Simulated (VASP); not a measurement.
# Rh (Fm-3m) in VASP: single point with PBE

Aim: the single point of Rh with PBE.

Everything below comes from runs of VASP 6.6.1. Logs are shortened: lines on timing, memory, paths and dates and some standing lists are left out, and cuts for length are marked.

### Step 1. The cell of the first run

The structure is cubic, space group Fm-3m (No. 225). The conventional cell has a = 3.796 Å, b = 3.796 Å, c = 3.796 Å, α = 90.00°, β = 90.00°, γ = 90.00°. Within 3.5 Å of Rh (site symmetry m-3m) lie 12 Rh at 2.68 Å.

### Step 2. Single point, PBE

File INCAR:

```
  ALGO = Normal
  EDIFF = 1E-6
  ENCUT = 520
  GGA = PE
  ISIF = 2
  ISMEAR = 0
  LASPH = True
  LCHARG = False
  LREAL = False
  LWAVE = False
  NBANDS = 14
  NELM = 100
  PREC = Accurate
  SIGMA = 0.05
```

File KPOINTS:

```
k-points
0
Gamma
  20 20 20
```

File POSCAR:

```
Rh
1.0
    0.0000000000      1.8978500000      1.8978500000
    1.8978500000      0.0000000000      1.8978500000
    1.8978500000      1.8978500000      0.0000000000
Rh
1
Direct
    0.0000000000      0.0000000000      0.0000000000
```

Potentials or basis: VASP PAW PBE potentials, release 64 (Rh_pv).

Run with:

```sh
> cat potpaw_PBE.64/Rh_pv/POTCAR > POTCAR
> mpirun -np 1 vasp_std > vasp.out
```

OUTCAR:

```text
EDIFF = 1E-6
   ENCUT = 520
   GGA = PE
   ISIF = 2
   ISMEAR = 0
   LASPH = True
   LREAL = False
   NELM = 100
   PREC = Accurate

 ion  position               nearest neighbor table
   1  0.000  0.000  0.000-

  LATTYP: Found a face centered cubic cell.
 ALAT       =     3.7957000000

  Lattice vectors:

 A1 = (   0.0000000000,   1.8978500000,   1.8978500000)
 A2 = (   1.8978500000,   0.0000000000,   1.8978500000)
 A3 = (   1.8978500000,   1.8978500000,   0.0000000000)

Analysis of symmetry for initial positions (statically):
=====================================================================
 Subroutine PRICEL returns:
 Original cell was already a primitive cell.

 Routine SETGRP: Setting up the symmetry group for a
 face centered cubic supercell.

 Subroutine GETGRP returns: Found 48 space group operations
 (whereof 48 operations were pure point group operations)
 out of a pool of 48 trial point group operations.

The static configuration has the point symmetry O_h .

Analysis of symmetry for dynamics (positions and initial velocities):
=====================================================================
 Subroutine PRICEL returns:
 Original cell was already a primitive cell.

 Routine SETGRP: Setting up the symmetry group for a
 face centered cubic supercell.

 Subroutine GETGRP returns: Found 48 space group operations
 (whereof 48 operations were pure point group operations)
 out of a pool of 48 trial point group operations.

The dynamic configuration has the point symmetry O_h .

 Subroutine INISYM returns: Found 48 space group operations
 (whereof 48 operations are pure point group operations),
 and found     1 'primitive' translations

----------------------------------------------------------------------------------------

                                     Primitive cell

  volume of cell :      13.6715

  direct lattice vectors                    reciprocal lattice vectors
     0.000000000  1.897850000  1.897850000    -0.263456016  0.263456016  0.263456016
     1.897850000  0.000000000  1.897850000     0.263456016 -0.263456016  0.263456016
     1.897850000  1.897850000  0.000000000     0.263456016  0.263456016 -0.263456016

  length of vectors
     2.683965209  2.683965209  2.683965209     0.456319205  0.456319205  0.456319205

  position of ions in fractional coordinates (direct lattice)
     0.000000000  0.000000000  0.000000000

  ion indices of the primitive-cell ions
   primitive index   ion index
                 1           1

----------------------------------------------------------------------------------------
[... 82 lines left out ...]
   NUPDOWN=      -1.0000    fix difference up-down
   EMIN   =  10.00;   EMAX   =-10.00  energy-range for DOS
   EFERMI =   0.00;   METHOD = LEGACY
   ISMEAR =     0;   SIGMA  =   0.05  broadening in eV -4-tet -1-fermi 0-gaus
   EFERMI_NEDOS =   21; number of points for ismear=-14 and -15
   IALGO  =     38    algorithm
   IMIX   =      4    mixing-type and parameters
     AMIX     =   0.40;   BMIX     =  1.00
     AMIX_MAG =   1.60;   BMIX_MAG =  1.00
  volume/ion in A,a.u.               =      13.67        92.26
  Fermi-wavevector in a.u.,A,eV,Ry     =   1.688496  3.190795 38.790465  2.851019
  Thomas-Fermi vector in A             =   2.770792
   LORBIT       =      0    0 simple, 1 ext, 2 COOP (PROOUT), +10 PAW based schemes
   GGA     = PE    functional components
   LHFCALC =     F    Hartree Fock is set to
   AEXX    =    0.0000 exact exchange contribution
   IVDW    =     0    specifies the selected vdW correction
   LEPSILON=     F    determine dielectric tensor
   LRPA    =     F    only Hartree local field effects (RPA)
 non-spin polarized calculation
 Gauss-broadening in eV      SIGMA  =   0.05
  energy-cutoff  :      520.00
  volume of cell :       13.67
 maximum number of plane-waves:       380
   NGX =  9   NGY =  9   NGZ =  9

 number of electron      15.0000007 magnetization

 Free energy of the ion-electron system (eV)
  ---------------------------------------------------
  ext. energy  EPLUGINS =         0.00000000
  ---------------------------------------------------
  free energy    TOTEN  =        -7.25166546 eV

  energy without entropy =       -7.25005741  energy(sigma->0) =       -7.25086143

 E-fermi :  12.0140     XC(G=0): -14.0678

 val. band max:       12.0132053419   @ k =  -0.3500   0.2000   0.0500
 cond. band min:      12.0147400173   @ k =  -0.3500   0.2500   0.0500
 fundamental gap:      0.0015346754
 Fermi energy:        12.0140447968

 k-point     1 :       0.0000    0.0000    0.0000
  band No.  band energies     occupation
      1     -34.3809      2.00000
      2     -34.3809      2.00000
      3     -34.3809      2.00000
      4       4.0071      2.00000
      5       8.9034      2.00000
      6       8.9034      2.00000
      7       8.9034      2.00000
      8      11.0086      2.00000
      9      11.0086      2.00000
     10      27.9991      0.00000
     11      32.5249      0.00000
     12      33.4933      0.00000
     13      33.4933      0.00000
     14      33.4933      0.00000
[... 377 lines left out ...]
      1     -35.0037      2.00000
      2     -34.4874      2.00000
      3     -34.4626      2.00000
      4       6.0591      2.00000
      5       8.9639      2.00000
      6       9.0490      2.00000
      7      10.3963      2.00000
      8      11.8123      2.00000
      9      12.5729      0.00000
     10      23.4466      0.00000
     11      28.4159      0.00000
     12      32.5250      0.00000
     13      33.8169      0.00000
     14      35.4259      0.00000

 [... further k-points ...]

------------------------ aborting loop because EDIFF is reached ----------------------------------------

  FORCE on cell =-STRESS in cart. coord.  units (eV):
  Direction    XX          YY          ZZ          XY          YZ          ZX
  --------------------------------------------------------------------------------------
  -------------------------------------------------------------------------------------
  Total        0.6457174      0.6457174      0.6457174     -0.0000000     -0.0000000      0.0000000
  in kB       75.6723808     75.6723808     75.6723808     -0.0000000     -0.0000000      0.0000000
  external PRESSURE =      75.6723808 kB  Pullay stress =       0.0000000 kB

 VOLUME and BASIS-vectors are now :
 -----------------------------------------------------------------------------
  energy-cutoff  :      520.00
  volume of cell :       13.67
      direct lattice vectors                 reciprocal lattice vectors
     0.000000000  1.897850000  1.897850000    -0.263456016  0.263456016  0.263456016
     1.897850000  0.000000000  1.897850000     0.263456016 -0.263456016  0.263456016
     1.897850000  1.897850000  0.000000000     0.263456016  0.263456016 -0.263456016

 POSITION                                       TOTAL-FORCE (eV/Angst)
 -----------------------------------------------------------------------------------
      0.00000      0.00000      0.00000        -0.000000     -0.000000     -0.000000
 -----------------------------------------------------------------------------------
    total drift:                               -0.000000     -0.000000     -0.000000

  FREE ENERGIE OF THE ION-ELECTRON SYSTEM (eV)
  ---------------------------------------------------
  free  energy   TOTEN  =        -7.2516654553 eV

  energy  without entropy=       -7.2500574077  energy(sigma->0) =       -7.25086143
```

OSZICAR:

```text
N       E                     dE             d eps       ncg     rms          rms(c)
DAV:   1     0.121091699551E+03    0.12109E+03   -0.88660E+03  7190   0.115E+03
DAV:   2    -0.612689235409E+01   -0.12722E+03   -0.12154E+03  8050   0.342E+02
DAV:   3    -0.774399959458E+01   -0.16171E+01   -0.16151E+01  8530   0.422E+01
DAV:   4    -0.775002263647E+01   -0.60230E-02   -0.60229E-02  8254   0.264E+00
DAV:   5    -0.775007620930E+01   -0.53573E-04   -0.53572E-04  8338   0.218E-01    0.103E+01
DAV:   6    -0.727164116628E+01    0.47844E+00   -0.78911E-01  7576   0.124E+01    0.362E+00
DAV:   7    -0.725514793614E+01    0.16493E-01   -0.17243E-02  8320   0.161E+00    0.170E+00
DAV:   8    -0.725180579073E+01    0.33421E-02   -0.34112E-03  7636   0.784E-01    0.206E-01
DAV:   9    -0.725166457592E+01    0.14121E-03   -0.97769E-05  7594   0.137E-01    0.109E-02
DAV:  10    -0.725166545529E+01   -0.87937E-06   -0.30352E-06  8170   0.214E-02
   1 F= -.72516655E+01 E0= -.72508614E+01  d E =-.160805E-02
```

Wall time 40 s (1 thread of AMD EPYC 7R13, shared host); peak memory 0.13 GiB.

What came out:

| Quantity | Value |
| --- | --- |
| Free energy | -7.2517 eV |
| Pressure | 7.6 GPa |
